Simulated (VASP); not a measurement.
# TiO2 (P4_2/mnm) in VASP: further runs

TiO2 is run at these levels: LDA; tasks: single point.

Everything below comes from runs of VASP 6.6.1. Logs are shortened: lines on timing, memory, paths and dates and some standing lists are left out, and cuts for length are marked.

**1. The cell of the first run**

Symmetry: P4_2/mnm, No. 136, tetragonal system. The conventional cell has a = 4.457 Å, b = 4.457 Å, c = 2.952 Å, α = 90.00°, β = 90.00°, γ = 90.00°. Within 2.5 Å of Ti (site symmetry mmm) lie 6 O at 1.92 to 1.93 Å. O (site symmetry m2m) has 3 Ti at 1.92 to 1.93 Å and 1 O at 2.47 Å within 2.5 Å.

**2. Single point, LDA (in-plane strain -0.02)**

INCAR reads:

```
SYSTEM = TiO2
PREC = Accurate
ENCUT = 520
EDIFF = 1E-7
ISMEAR = 0
SIGMA = 0.01
LREAL = .FALSE.
LASPH = .TRUE.
NELM = 80
ALGO = Normal
ISIF = 2
LWAVE = .FALSE.
LCHARG = .FALSE.
GGA = CA
NBANDS = 33
```

KPOINTS reads:

```
regular mesh
0
G
  6 6 8
  0 0 0
```

POSCAR reads:

```
TiO2
1.0
    4.4571981513      0.0000000000      0.0000000000
    0.0000000000      4.4571981513      0.0000000000
    0.0000000000      0.0000000000      2.9521338964
Ti O
2 4
Direct
    0.0000000000      0.0000000000      0.0000000000
    0.5000000000      0.5000000000      0.5000000000
    0.3039661007      0.3039661007      0.0000000000
    0.1960338993      0.8039661007      0.5000000000
    0.6960338993      0.6960338993      0.0000000000
    0.8039661007      0.1960338993      0.5000000000
```

Potentials or basis: VASP PAW LDA potentials, release 64 (Ti_sv, O).

On the command line:

```bash
$ cat potpaw_LDA.64/Ti_sv/POTCAR potpaw_LDA.64/O/POTCAR > POTCAR
$ mpirun -np 1 vasp_std > vasp.out
```

OUTCAR:

```text
SYSTEM = TiO2
   PREC = Accurate
   ENCUT = 520
   EDIFF = 1E-7
   ISMEAR = 0
   LREAL = .FALSE.
   LASPH = .TRUE.
   NELM = 80
   ISIF = 2
   GGA = CA

 ion  position               nearest neighbor table
   1  0.000  0.000  0.000-   3 1.92   5 1.92   4 1.93   6 1.93   4 1.93   6 1.93
   2  0.500  0.500  0.500-   4 1.92   6 1.92   5 1.93   3 1.93   3 1.93   5 1.93
   3  0.304  0.304  0.000-   1 1.92   2 1.93   2 1.93
   4  0.196  0.804  0.500-   2 1.92   1 1.93   1 1.93
   5  0.696  0.696  0.000-   1 1.92   2 1.93   2 1.93
   6  0.804  0.196  0.500-   2 1.92   1 1.93   1 1.93

  LATTYP: Found a simple tetragonal cell.
 ALAT       =     4.4571981513
 C/A-ratio  =     0.6623295165

  Lattice vectors:

 A1 = (   4.4571981513,   0.0000000000,   0.0000000000)
 A2 = (   0.0000000000,   4.4571981513,   0.0000000000)
 A3 = (   0.0000000000,   0.0000000000,   2.9521338964)

Analysis of symmetry for initial positions (statically):
=====================================================================
 Subroutine PRICEL returns:
 Original cell was already a primitive cell.

 Routine SETGRP: Setting up the symmetry group for a
 simple tetragonal supercell.

 Subroutine GETGRP returns: Found 16 space group operations
 (whereof  8 operations were pure point group operations)
 out of a pool of 16 trial point group operations.

The static configuration has the point symmetry D_2h.
 The point group associated with its full space group is D_4h.

Analysis of symmetry for dynamics (positions and initial velocities):
=====================================================================
 Subroutine PRICEL returns:
 Original cell was already a primitive cell.

 Routine SETGRP: Setting up the symmetry group for a
 simple tetragonal supercell.

 Subroutine GETGRP returns: Found 16 space group operations
 (whereof  8 operations were pure point group operations)
 out of a pool of 16 trial point group operations.

The dynamic configuration has the point symmetry D_2h.
 The point group associated with its full space group is D_4h.

 Subroutine INISYM returns: Found 16 space group operations
 (whereof  8 operations are pure point group operations),
 and found     1 'primitive' translations

----------------------------------------------------------------------------------------

                                     Primitive cell

  volume of cell :      58.6489

  direct lattice vectors                    reciprocal lattice vectors
     4.457198151  0.000000000  0.000000000     0.224356191  0.000000000  0.000000000
     0.000000000  4.457198151  0.000000000     0.000000000  0.224356191  0.000000000
     0.000000000  0.000000000  2.952133896     0.000000000  0.000000000  0.338738023

  length of vectors
     4.457198151  4.457198151  2.952133896     0.224356191  0.224356191  0.338738023

  position of ions in fractional coordinates (direct lattice)
     0.000000000  0.000000000  0.000000000
     0.500000000  0.500000000  0.500000000
     0.303966101  0.303966101  0.000000000
     0.196033899  0.803966101  0.500000000
     0.696033899  0.696033899  0.000000000
     0.803966101  0.196033899  0.500000000

  ion indices of the primitive-cell ions
   primitive index   ion index
                 1           1
                 2           2
                 3           3
                 4           4
                 5           5
                 6           6

----------------------------------------------------------------------------------------

 KPOINTS: regular mesh

Automatic generation of k-mesh.
 Grid dimensions read from file:
 generate k-points for:    6    6    8

 Generating k-lattice:

  Cartesian coordinates                     Fractional coordinates (reciprocal lattice)
     0.037392699  0.000000000  0.000000000     0.166666667  0.000000000  0.000000000
     0.000000000  0.037392699  0.000000000     0.000000000  0.166666667  0.000000000
     0.000000000  0.000000000  0.042342253     0.000000000  0.000000000  0.125000000

  Length of vectors
     0.037392699  0.037392699  0.042342253

  Shift w.r.t. Gamma in fractional coordinates (k-lattice)
     0.000000000  0.000000000  0.000000000

 Subroutine IBZKPT returns following result:
 ===========================================

 Found     50 irreducible k-points:

 Following reciprocal coordinates:
            Coordinates               Weight
  0.000000  0.000000  0.000000      1.000000
  0.166667  0.000000  0.000000      4.000000
  0.333333  0.000000  0.000000      4.000000
  0.500000  0.000000  0.000000      2.000000
  0.166667  0.166667  0.000000      4.000000
  0.333333  0.166667  0.000000      8.000000
[... 16 lines left out ...]
  0.333333  0.000000  0.250000      8.000000
  0.500000  0.000000  0.250000      4.000000
 [... further k-points ...]
   k-points           NKPTS =     50   k-points in BZ     NKDIM =     50   number of bands    NBANDS=     33
   number of dos      NEDOS =    301   number of ions     NIONS =      6
   total plane-waves  NPLWV =  31104
   dimension x,y,z NGX =    36 NGY =   36 NGZ =   24
   dimension x,y,z NGXF=    72 NGYF=   72 NGZF=   48
   ions per type =               2   4
   NGX,Y,Z   is equivalent  to a cutoff of  13.43, 13.43, 13.52 a.u.
   NGXF,Y,Z  is equivalent  to a cutoff of  26.85, 26.85, 27.03 a.u.
 SYSTEM =  TiO2
   PREC   = accura    normal or accurate (medium, high low for compatibility)
   ISTART =      0    job   : 0-new  1-cont  2-samecut
   ICHARG =      2    charge: 1-file 2-atom 10-const
   ISPIN  =      1    spin polarized calculation?
   LNONCOLLINEAR =      F non collinear calculations
   LSORBIT =      F    spin-orbit coupling
   LASPH  =      T    aspherical Exc in radial PAW
   ENCUT  =  520.0 eV  38.22 Ry    6.18 a.u.   8.29  8.29  5.49*2*pi/ulx,y,z
   NELM   =     80;   NELMIN=  2; NELMDL= -5     # of ELM steps
   EDIFF  = 0.1E-06   stopping-criterion for ELM
   LREAL  =      F    real-space projection
   EDIFFG = 0.1E-05   stopping-criterion for IOM
   NSW    =      0    number of steps for IOM
   IBRION =     -1    ionic relax: 0-MD 1-quasi-New 2-CG
   NFREE  =      0    steps in history (QN), initial steepest desc. (CG)
   ISIF   =      2    stress and relaxation
   ISYM   =      2    0-nonsym 1-usesym 2-fastsym
   POTIM  = 0.5000    time-step for ionic-motion
   TEBEG  =    0.0;   TEEND  =   0.0 temperature during run
   PSTRESS=    0.0 pullay stress
   NELECT =      48.0000    total number of electrons
   NUPDOWN=      -1.0000    fix difference up-down
   EMIN   =  10.00;   EMAX   =-10.00  energy-range for DOS
   EFERMI =   0.00;   METHOD = LEGACY
   ISMEAR =     0;   SIGMA  =   0.01  broadening in eV -4-tet -1-fermi 0-gaus
   EFERMI_NEDOS =   21; number of points for ismear=-14 and -15
   IALGO  =     38    algorithm
   IMIX   =      4    mixing-type and parameters
     AMIX     =   0.40;   BMIX     =  1.00
     AMIX_MAG =   1.60;   BMIX_MAG =  1.00
  volume/ion in A,a.u.               =       9.77        65.96
  Fermi-wavevector in a.u.,A,eV,Ry     =   1.531329  2.893793 31.905247  2.344969
  Thomas-Fermi vector in A             =   2.638689
   LORBIT       =      0    0 simple, 1 ext, 2 COOP (PROOUT), +10 PAW based schemes
   GGA     = CA    functional components
   LHFCALC =     F    Hartree Fock is set to
   AEXX    =    0.0000 exact exchange contribution
   IVDW    =     0    specifies the selected vdW correction
   LEPSILON=     F    determine dielectric tensor
   LRPA    =     F    only Hartree local field effects (RPA)
 non-spin polarized calculation
 Gauss-broadening in eV      SIGMA  =   0.01
  energy-cutoff  :      520.00
  volume of cell :       58.65
 maximum number of plane-waves:      1600
 NGX is ok and might be reduce to    36
   NGX = 17   NGY = 17   NGZ = 11

 number of electron      47.9999967 magnetization

 Free energy of the ion-electron system (eV)
  ---------------------------------------------------
  ext. energy  EPLUGINS =         0.00000000
  ---------------------------------------------------
  free energy    TOTEN  =       -58.70026764 eV

  energy without entropy =      -58.70026764  energy(sigma->0) =      -58.70026764

 E-fermi :   5.4154     XC(G=0): -12.3343

 val. band max:        5.3237226746   @ k =   0.0000   0.0000   0.0000
 cond. band min:       7.1757110469   @ k =   0.0000   0.0000   0.0000
 fundamental gap:      1.8519883723
 Fermi energy:         5.4153925028

 k-point     1 :       0.0000    0.0000    0.0000
  band No.  band energies     occupation
      1     -50.7601      2.00000
      2     -50.7327      2.00000
      3     -27.5389      2.00000
      4     -27.5389      2.00000
      5     -27.3188      2.00000
      6     -27.3188      2.00000
[... 25 lines left out ...]
     32      12.3344      0.00000
     33      12.3350      0.00000

 k-point     2 :       0.1667    0.0000    0.0000
  band No.  band energies     occupation
      1     -50.7582      2.00000
      2     -50.7345      2.00000
      3     -27.5262      2.00000
      4     -27.5246      2.00000
      5     -27.3351      2.00000
      6     -27.3334      2.00000
[... 25 lines left out ...]
     32      12.2151      0.00000
     33      12.2424      0.00000

 k-point     3 :       0.3333    0.0000    0.0000
  band No.  band energies     occupation
      1     -50.7532      2.00000
      2     -50.7395      2.00000
      3     -27.4906      2.00000
      4     -27.4858      2.00000
      5     -27.3779      2.00000
      6     -27.3730      2.00000
[... 25 lines left out ...]
     32      11.9753      0.00000
     33      12.0285      0.00000

 k-point     4 :       0.5000    0.0000    0.0000
  band No.  band energies     occupation
      1     -50.7463      2.00000
      2     -50.7463      2.00000
      3     -27.4476      2.00000
      4     -27.4476      2.00000
      5     -27.4180      2.00000
      6     -27.4180      2.00000
[... 673 lines left out ...]
     32      11.4068      0.00000
     33      11.6914      0.00000

 k-point    23 :       0.3333    0.0000    0.2500
  band No.  band energies     occupation
      1     -50.7280      2.00000
      2     -50.7183      2.00000
      3     -27.5650      2.00000
      4     -27.5447      2.00000
      5     -27.4227      2.00000
      6     -27.4092      2.00000
[... 25 lines left out ...]
     32      11.0316      0.00000
     33      11.9200      0.00000

 k-point    24 :       0.5000    0.0000    0.2500
  band No.  band energies     occupation
      1     -50.7231      2.00000
      2     -50.7231      2.00000
      3     -27.5607      2.00000
      4     -27.5607      2.00000
      5     -27.3865      2.00000
      6     -27.3865      2.00000
[... 25 lines left out ...]
     32      10.8556      0.00000
     33      12.4362      0.00000

 [... further k-points ...]
[... 5 lines left out ...]
  --------------------------------------------------------------------------------------
  -------------------------------------------------------------------------------------
  Total        3.7883656      3.7883656      1.1404332      0.0000000      0.0000000      0.0000000
  in kB      103.4909870    103.4909870     31.1544791      0.0000000      0.0000000      0.0000000
  external PRESSURE =      79.3788177 kB  Pullay stress =       0.0000000 kB

 VOLUME and BASIS-vectors are now :
 -----------------------------------------------------------------------------
  energy-cutoff  :      520.00
  volume of cell :       58.65
      direct lattice vectors                 reciprocal lattice vectors
     4.457198151  0.000000000  0.000000000     0.224356191  0.000000000  0.000000000
     0.000000000  4.457198151  0.000000000     0.000000000  0.224356191  0.000000000
     0.000000000  0.000000000  2.952133896     0.000000000  0.000000000  0.338738023

 POSITION                                       TOTAL-FORCE (eV/Angst)
 -----------------------------------------------------------------------------------
      0.00000      0.00000      0.00000        -0.000000      0.000000      0.000000
      2.22860      2.22860      1.47607        -0.000000      0.000000      0.000000
      1.35484      1.35484      0.00000        -0.055270     -0.055270     -0.000000
      0.87376      3.58344      1.47607         0.055270     -0.055270      0.000000
      3.10236      3.10236      0.00000         0.055270      0.055270      0.000000
      3.58344      0.87376      1.47607        -0.055270      0.055270      0.000000
 -----------------------------------------------------------------------------------
    total drift:                                0.000000      0.000000      0.000000

  FREE ENERGIE OF THE ION-ELECTRON SYSTEM (eV)
  ---------------------------------------------------
  free  energy   TOTEN  =       -58.7002676432 eV

  energy  without entropy=      -58.7002676432  energy(sigma->0) =      -58.70026764
```

Run time: 2.9 min. Hardware: 1 thread of Intel Xeon 8259CL, shared host; peak memory 0.2 GiB.

What came out:

| Quantity | Value |
| --- | --- |
| Free energy | -58.7003 eV |
| Pressure | 7.9 GPa |
| Largest force | 0.078 eV/Å |
| Band gap on the k mesh | 1.85 eV |

Forces on the atoms (eV/Å):
```
Ti   0.000  0.000  0.000
Ti   0.000  0.000  0.000
O   -0.055 -0.055  0.000
O    0.055 -0.055  0.000
O    0.055  0.055  0.000
O   -0.055  0.055  0.000
```

Caveat: the cell differs from its parent crystal (in-plane strain -0.02); the cell stands under pressure. A k mesh can miss the band edges.

(Continued in part 2 of 3.)
